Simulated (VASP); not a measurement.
# La (P6_3/mmc) in VASP: further runs

The runs below take La through single point, relaxation of cell and atoms, with RPBE.

Program: VASP 6.6.1. These are calculated values, not measurements. Logs are shortened: lines on timing, memory, paths and dates and some standing lists are left out, and cuts for length are marked.

**1. The cell of the first run**

The structure is hexagonal, space group P6_3/mmc (No. 194). Conventional cell: a = 3.796 Å, b = 3.796 Å, c = 12.041 Å, α = 90.00°, β = 90.00°, γ = 120.00°. La (site symmetry -3m) has 12 La at 3.72 to 3.80 Å within 4.9 Å. La (site symmetry -6m2) has 12 La at 3.72 to 3.80 Å within 4.9 Å.

**2. Single point, RPBE**

Contents of INCAR:

```
ALGO = Normal
EDIFF = 1E-6
ENCUT = 520
GGA = RP
ISIF = 2
ISMEAR = 0
LASPH = T
LCHARG = F
LREAL = F
LWAVE = F
NBANDS = 30
NELM = 100
PREC = Accurate
SIGMA = 0.1
```

Contents of KPOINTS:

```
k-points
0
Gamma
  6 6 2
```

Contents of POSCAR:

```
La
1.0
    3.7963115000      0.0000000000      0.0000000000
   -1.8981557500      3.2877022000      0.0000000000
    0.0000000000      0.0000000000     12.0412575300
La
4
Direct
    0.0000000000      0.0000000000      0.0000000000
    0.0000000000      0.0000000000      0.5000000000
    0.3333333300      0.6666666700      0.2500000000
    0.6666666700      0.3333333300      0.7500000000
```

Potentials or basis: VASP PAW PBE potentials, release 64 (La).

The run is started by

```
cat potpaw_PBE.64/La/POTCAR > POTCAR
mpirun -np 1 vasp_std > vasp.out
```

OUTCAR:

```text
EDIFF = 1E-6
   ENCUT = 520
   GGA = RP
   ISIF = 2
   ISMEAR = 0
   LASPH = T
   LREAL = F
   NELM = 100
   PREC = Accurate

 ion  position               nearest neighbor table
   1  0.000  0.000  0.000-
   2  0.000  0.000  0.500-
   3  0.333  0.667  0.250-
   4  0.667  0.333  0.750-

  LATTYP: Found a hexagonal cell.
 ALAT       =     3.7963115000
 C/A-ratio  =     3.1718307441

  Lattice vectors:

 A1 = (   3.7963115000,   0.0000000000,   0.0000000000)
 A2 = (  -1.8981557500,   3.2877022000,   0.0000000000)
 A3 = (   0.0000000000,   0.0000000000,  12.0412575300)

Analysis of symmetry for initial positions (statically):
=====================================================================
 Subroutine PRICEL returns:
 Original cell was already a primitive cell.

 Routine SETGRP: Setting up the symmetry group for a
 hexagonal supercell.

 Subroutine GETGRP returns: Found 24 space group operations
 (whereof 12 operations were pure point group operations)
 out of a pool of 24 trial point group operations.

The static configuration has the point symmetry D_3d.
 The point group associated with its full space group is D_6h.

Analysis of symmetry for dynamics (positions and initial velocities):
=====================================================================
 Subroutine PRICEL returns:
 Original cell was already a primitive cell.

 Routine SETGRP: Setting up the symmetry group for a
 hexagonal supercell.

 Subroutine GETGRP returns: Found 24 space group operations
 (whereof 12 operations were pure point group operations)
 out of a pool of 24 trial point group operations.

The dynamic configuration has the point symmetry D_3d.
 The point group associated with its full space group is D_6h.

 Subroutine INISYM returns: Found 24 space group operations
 (whereof 12 operations are pure point group operations),
 and found     1 'primitive' translations

----------------------------------------------------------------------------------------

                                     Primitive cell

  volume of cell :     150.2886

[... 74 lines left out ...]
   ICHARG =      2    charge: 1-file 2-atom 10-const
   ISPIN  =      1    spin polarized calculation?
   LNONCOLLINEAR =      F non collinear calculations
   LSORBIT =      F    spin-orbit coupling
   LASPH  =      T    aspherical Exc in radial PAW
   ENCUT  =  520.0 eV  38.22 Ry    6.18 a.u.   7.06  7.06 22.39*2*pi/ulx,y,z
   NELM   =    100;   NELMIN=  2; NELMDL= -5     # of ELM steps
   EDIFF  = 0.1E-05   stopping-criterion for ELM
   LREAL  =      F    real-space projection
   EDIFFG = 0.1E-04   stopping-criterion for IOM
   NSW    =      0    number of steps for IOM
   IBRION =     -1    ionic relax: 0-MD 1-quasi-New 2-CG
   NFREE  =      0    steps in history (QN), initial steepest desc. (CG)
   ISIF   =      2    stress and relaxation
   ISYM   =      2    0-nonsym 1-usesym 2-fastsym
   POTIM  = 0.5000    time-step for ionic-motion
   TEBEG  =    0.0;   TEEND  =   0.0 temperature during run
   PSTRESS=    0.0 pullay stress
   NELECT =      44.0000    total number of electrons
   NUPDOWN=      -1.0000    fix difference up-down
   EMIN   =  10.00;   EMAX   =-10.00  energy-range for DOS
   EFERMI =   0.00;   METHOD = LEGACY
   ISMEAR =     0;   SIGMA  =   0.10  broadening in eV -4-tet -1-fermi 0-gaus
   EFERMI_NEDOS =   21; number of points for ismear=-14 and -15
   IALGO  =     38    algorithm
   IMIX   =      4    mixing-type and parameters
     AMIX     =   0.40;   BMIX     =  1.00
     AMIX_MAG =   1.60;   BMIX_MAG =  1.00
  volume/ion in A,a.u.               =      37.57       253.55
  Fermi-wavevector in a.u.,A,eV,Ry     =   1.087052  2.054230 16.077762  1.181682
  Thomas-Fermi vector in A             =   2.223203
   LORBIT       =      0    0 simple, 1 ext, 2 COOP (PROOUT), +10 PAW based schemes
   GGA     = RP    functional components
   LHFCALC =     F    Hartree Fock is set to
   AEXX    =    0.0000 exact exchange contribution
   IVDW    =     0    specifies the selected vdW correction
   LEPSILON=     F    determine dielectric tensor
   LRPA    =     F    only Hartree local field effects (RPA)
 non-spin polarized calculation
 Gauss-broadening in eV      SIGMA  =   0.10
  energy-cutoff  :      520.00
  volume of cell :      150.29
 maximum number of plane-waves:      4071
   NGX = 15   NGY = 15   NGZ = 45

 number of electron      43.9999997 magnetization

 Free energy of the ion-electron system (eV)
  ---------------------------------------------------
  ext. energy  EPLUGINS =         0.00000000
  ---------------------------------------------------
  free energy    TOTEN  =       -18.21178172 eV

  energy without entropy =      -18.18258482  energy(sigma->0) =      -18.19718327

 E-fermi :   7.8744     XC(G=0):  -9.4297

 val. band max:        7.8068722796   @ k =   0.3333   0.3333   0.0000
 cond. band min:       7.9138792144   @ k =   0.1667   0.1667   0.0000
 fundamental gap:      0.1070069348
 Fermi energy:         7.8743641453

 k-point     1 :       0.0000    0.0000    0.0000
  band No.  band energies     occupation
      1     -25.0656      2.00000
      2     -24.9717      2.00000
      3     -24.9548      2.00000
      4     -24.8575      2.00000
      5      -9.4659      2.00000
      6      -8.8164      2.00000
[... 451 lines left out ...]
     29       9.3834      0.00000
     30       9.4048      0.00000

------------------------ aborting loop because EDIFF is reached ----------------------------------------

  FORCE on cell =-STRESS in cart. coord.  units (eV):
  Direction    XX          YY          ZZ          XY          YZ          ZX
  --------------------------------------------------------------------------------------
  -------------------------------------------------------------------------------------
  Total        0.8957035      0.8957035      1.4909239      0.0000000      0.0000000      0.0000000
  in kB        9.5487981      9.5487981     15.8942446      0.0000000      0.0000000      0.0000000
  external PRESSURE =      11.6639469 kB  Pullay stress =       0.0000000 kB

 VOLUME and BASIS-vectors are now :
 -----------------------------------------------------------------------------
  energy-cutoff  :      520.00
  volume of cell :      150.29
      direct lattice vectors                 reciprocal lattice vectors
     3.796311500  0.000000000  0.000000000     0.263413579  0.152081901  0.000000000
    -1.898155750  3.287702200  0.000000000     0.000000000  0.304163802  0.000000000
     0.000000000  0.000000000 12.041257530     0.000000000  0.000000000  0.083047804

 POSITION                                       TOTAL-FORCE (eV/Angst)
 -----------------------------------------------------------------------------------
      0.00000      0.00000      0.00000        -0.000000      0.000000      0.000000
      0.00000      0.00000      6.02063        -0.000000      0.000000      0.000000
     -0.00000      2.19180      3.01031        -0.000000     -0.000000      0.000000
      1.89816      1.09590      9.03094         0.000000      0.000000     -0.000000
 -----------------------------------------------------------------------------------
    total drift:                               -0.000000      0.000000      0.000000

  FREE ENERGIE OF THE ION-ELECTRON SYSTEM (eV)
  ---------------------------------------------------
  free  energy   TOTEN  =       -18.2117817220 eV

  energy  without entropy=      -18.1825848207  energy(sigma->0) =      -18.19718327
```

It took 45 s on 1 thread of Intel Xeon 6975P-C (Granite Rapids), shared host; peak memory 0.27 GiB.

What came out:

| Quantity | Value |
| --- | --- |
| Free energy | -18.2118 eV |
| Pressure | 1.2 GPa |
| Band gap on the k mesh | zero (bands 22 and 23 overlap by 0.99 eV) |

Caveat: the PAW data sets were made with another functional, which shifts forces and pressure a little; spin-orbit coupling is left out, which moves the levels of the heavy elements.

**3. Single point, RPBE**

This run uses another cell than the first one, of 39.10 Å³/atom.

Contents of INCAR:

```
PREC     = Accurate       # precision mode
ENCUT    = 520            # plane-wave cutoff, eV
EDIFF    = 1E-6           # SCF threshold, eV
ISMEAR   = 0              # smearing method
SIGMA    = 0.1            # smearing width, eV
LREAL    = False          # projectors in reciprocal space
LASPH    = True           # aspherical terms in the spheres
NELM     = 60             # most SCF steps
ALGO     = Fast           # electronic algorithm
ISIF     = 2              # what is computed and relaxed
LWAVE    = False          # write WAVECAR
LCHARG   = True           # write CHGCAR
GGA      = RP             # functional
LELF     = True           # ELF
LVHAR    = True         
NBANDS   = 30             # bands
```

Contents of KPOINTS:

```
regular mesh
0
Gamma
  12 12 4
```

Contents of POSCAR:

```
La
1.0
    3.8289425403      0.0000000000      0.0000000000
   -1.9144712702      3.3159615095      0.0000000000
    0.0000000000      0.0000000000     12.3197077578
La
4
Direct
    0.0000000000      0.0000000000      0.0000000000
    0.0000000000      0.0000000000      0.5000000000
    0.3333333333      0.6666666667      0.2500000000
    0.6666666667      0.3333333333      0.7500000000
```

Potentials or basis: VASP PAW PBE potentials, release 64 (La).

The run is started by

```
cat potpaw_PBE.64/La/POTCAR > POTCAR
mpirun -np 1 vasp_std > vasp.out
```

Run time: 9.2 min. Hardware: 1 thread of Intel Xeon 6975P-C (Granite Rapids), shared host; peak memory 0.42 GiB.

Results (log left out):

| Item | Value |
| --- | --- |
| Free energy | -18.2086 eV |
| Pressure | 0.0 GPa |
| Band gap on the k mesh | zero (bands 22 and 23 overlap by 1.03 eV) |

Levels at points of the mesh, in eV from the Fermi level:
```tsv
k point	band 18	band 19	band 20	band 21	band 22	band 23	band 24	band 25	band 26	band 27
(0.00, 0.00, 0.00)	-1.92	-1.92	-1.68	0.46	0.57	1.23	1.23	1.24	1.30	1.32
(0.50, 0.00, 0.00)	-1.73	-1.44	-1.00	-0.61	-0.30	-0.20	0.41	0.83	1.18	1.38
(0.00, 0.00, 0.50)	-2.78	-1.64	-1.64	0.79	0.79	1.10	1.11	1.29	1.31	1.37
(0.50, 0.00, 0.50)	-1.53	-1.34	-1.34	-0.97	-0.97	0.63	0.63	1.15	1.15	1.40
```

Caveat: the PAW data sets were made with another functional, which shifts forces and pressure a little; spin-orbit coupling is left out, which moves the levels of the heavy elements.

**4. Single point, RPBE**

This run uses another cell than the first one, of 39.50 Å³/atom.

Contents of INCAR:

```
SYSTEM = La
  ALGO = Fast
  EDIFF = 1E-6
  ENCUT = 520
  GGA = RP
  ISIF = 2
  ISMEAR = -1
  LASPH = .TRUE.
  LCHARG = .FALSE.
  LREAL = .FALSE.
  LWAVE = .FALSE.
  NBANDS = 30
  NELM = 100
  PREC = Accurate
  SIGMA = 0.15
```

Contents of KPOINTS:

```
k-points
0
G
  12 12 4
  0 0 0
```

Contents of POSCAR:

```
La
1.0
    3.8409214561      0.0000000000      0.0000000000
   -1.9204607281      3.3263355549      0.0000000000
    0.0000000000      0.0000000000     12.3660705896
La
4
Direct
    0.0000000000      0.0000000000      0.0000000000
    0.0000000000      0.0000000000      0.5000000000
    0.3333333333      0.6666666667      0.2500000000
    0.6666666667      0.3333333333      0.7500000000
```

The run is started by

```
cat potpaw_PBE.64/La/POTCAR > POTCAR
mpirun -np 1 vasp_std > vasp.out
```

Run time: 12 min. Hardware: 1 thread of Intel Xeon 6975P-C (Granite Rapids), shared host; peak memory 0.44 GiB.

It converged, with:

| Quantity | Value |
| --- | --- |
| Free energy | -18.4493 eV |
| Pressure | 0.0 GPa |
| Band gap on the k mesh | zero (bands 22 and 23 overlap by 1.04 eV) |

Levels at points of the mesh, in eV from the Fermi level:
| k point | band 18 | band 19 | band 20 | band 21 | band 22 | band 23 | band 24 | band 25 | band 26 | band 27 |
| --- | --- | --- | --- | --- | --- | --- | --- | --- | --- | --- |
| (0.00, 0.00, 0.00) | -1.92 | -1.91 | -1.65 | 0.47 | 0.59 | 1.25 | 1.27 | 1.28 | 1.35 | 1.52 |
| (0.50, 0.00, 0.00) | -1.70 | -1.40 | -0.98 | -0.58 | -0.28 | -0.18 | 0.43 | 0.84 | 1.20 | 1.41 |
| (0.00, 0.00, 0.50) | -2.78 | -1.62 | -1.62 | 0.81 | 0.81 | 1.11 | 1.11 | 1.30 | 1.32 | 1.37 |
| (0.50, 0.00, 0.50) | -1.50 | -1.32 | -1.32 | -0.94 | -0.94 | 0.65 | 0.65 | 1.17 | 1.17 | 1.43 |

Caveat: the PAW data sets were made with another functional, which shifts forces and pressure a little; spin-orbit coupling is left out, which moves the levels of the heavy elements.

**5. Relaxation of cell and atoms, RPBE**

Contents of INCAR:

```
SYSTEM = La
ALGO = Fast ; EDIFF = 1E-7
EDIFFG = -0.002 ; ENCUT = 600
GGA = RP ; IBRION = 2
ISIF = 3 ; ISMEAR = 0
LASPH = .TRUE. ; LCHARG = .FALSE.
LREAL = .FALSE. ; LWAVE = .FALSE.
NELM = 100 ; NSW = 100
PREC = Accurate ; SIGMA = 0.1
```

KPOINTS is that of step 4.

Contents of POSCAR:

```
La
1.0
    3.7963115000      0.0000000000      0.0000000000
   -1.8981557500      3.2877022000      0.0000000000
    0.0000000000      0.0000000000     12.0412575300
La
4
Direct
    0.0000000000      0.0000000000      0.0000000000
    0.0000000000      0.0000000000      0.5000000000
    0.3333333300      0.6666666700      0.2500000000
    0.6666666700      0.3333333300      0.7500000000
```

The run is started by

```
cat potpaw_PBE.64/La/POTCAR > POTCAR
mpirun -np 1 vasp_std > vasp.out
```

Run time: 65 min. Hardware: 1 thread of Intel Xeon 6975P-C (Granite Rapids), shared host; peak memory 0.5 GiB.

The run converged. Its results:

```yaml
Free_energy: -18.2122 eV
Relaxed_volume: 39.17 Å³/atom
Relaxed_cell: a = 3.831 Å, b = 3.831 Å, c = 12.327 Å, α = 90.00°, β = 90.00°, γ = 120.00°
Space_group_after_relaxing_to_0.1_Å: P6_3/mmc (No. 194)
Energy_gained_by_relaxing: 5.8 meV/atom
Ionic_steps: 14
Pressure_after_relaxing: 0.0 GPa
Band_gap_on_the_k_mesh: zero (bands 22 and 23 overlap by 1.03 eV)
```

Step by step:
| step | energy change (eV) | largest force (eV/Å) | pressure (GPa) | volume (Å³) |
| --- | --- | --- | --- | --- |
| 1 | 0.0000 | 0.0000 | 1.03 | 150.29 |
| 2 | -0.0218 | 0.0000 | 0.15 | 155.62 |
| 3 | -0.0226 | 0.0000 | 0.10 | 156.71 |
| 4 | -0.0207 | 0.0000 | -0.33 | 158.92 |
| 5 | -0.0225 | 0.0000 | 0.01 | 157.36 |
| 6 | -0.0224 | 0.0000 | -0.13 | 157.59 |
| 7 | -0.0230 | 0.0000 | -0.01 | 156.78 |
| 8 | -0.0230 | 0.0000 | 0.02 | 156.63 |
| 9 | -0.0230 | 0.0000 | -0.01 | 156.60 |
| 10 | -0.0230 | 0.0000 | 0.01 | 156.64 |
| 11 | -0.0230 | 0.0000 | 0.01 | 156.66 |
| 12 | -0.0230 | 0.0000 | 0.00 | 156.71 |
| 13 | -0.0230 | 0.0000 | 0.00 | 156.68 |
| 14 | -0.0230 | 0.0000 | 0.00 | 156.69 |

Final structure:
```
La
1.0
     3.83116    0.00000    0.00000
    -1.91558    3.31788    0.00000
     0.00000    0.00000   12.32692
La
4
Direct
  0.00000 0.00000 0.00000
  0.00000 0.00000 0.50000
  0.33333 0.66667 0.25000
  0.66667 0.33333 0.75000
```

Levels at points of the mesh, in eV from the Fermi level:
| k point | band 18 | band 19 | band 20 | band 21 | band 22 | band 23 | band 24 | band 25 | band 26 |
| --- | --- | --- | --- | --- | --- | --- | --- | --- | --- |
| (0.00, 0.00, 0.00) | -1.93 | -1.93 | -1.68 | 0.45 | 0.57 | 1.22 | 1.23 | 1.23 | 1.24 |
| (0.50, 0.00, 0.00) | -1.73 | -1.43 | -1.00 | -0.60 | -0.30 | -0.20 | 0.41 | 0.83 | 1.18 |
| (0.00, 0.00, 0.50) | -2.79 | -1.64 | -1.64 | 0.79 | 0.79 | 1.10 | 1.10 | 1.28 | 1.28 |
| (0.50, 0.00, 0.50) | -1.53 | -1.34 | -1.34 | -0.97 | -0.97 | 0.63 | 0.63 | 1.15 | 1.15 |

Caveat: the PAW data sets were made with another functional, which shifts forces and pressure a little; spin-orbit coupling is left out, which moves the levels of the heavy elements.

**6. The runs side by side**

| task | cell | k mesh | cutoff (eV) | smearing | gap on the mesh (eV) | pressure (GPa) |
| --- | --- | --- | --- | --- | --- | --- |
| single point | a = 3.796, b = 3.796, c = 12.041 Å, angles 90.0, 90.0, 120.0°, 4 atoms | 6 × 6 × 2 | 520 | gaussian 0.1 eV | none | 1.2 |
| single point | a = 3.829, b = 3.829, c = 12.320 Å, angles 90.0, 90.0, 120.0°, 4 atoms | 12 × 12 × 4 | 520 | gaussian 0.1 eV | none | 0.0 |
| single point | a = 3.841, b = 3.841, c = 12.366 Å, angles 90.0, 90.0, 120.0°, 4 atoms | 12 × 12 × 4 | 520 | fermi-dirac 0.15 eV | none | 0.0 |
| relaxation of cell and atoms | relaxed from a = 3.796, b = 3.796, c = 12.041 Å, angles 90.0, 90.0, 120.0°, 4 atoms | 12 × 12 × 4 | 600 | gaussian 0.1 eV | none | 0.0 |

Alike in all rows: level RPBE; potentials or basis VASP PAW PBE potentials, release 64 (La); no spin polarisation.

Caveats: the PAW data sets were made with another functional, which shifts forces and pressure a little; spin-orbit coupling is left out, which moves the levels of the heavy elements.

Absolute energies hang on the potentials; compare differences alone.

The gap in the log of VASP goes by the Fermi energy; the results here count the filled bands.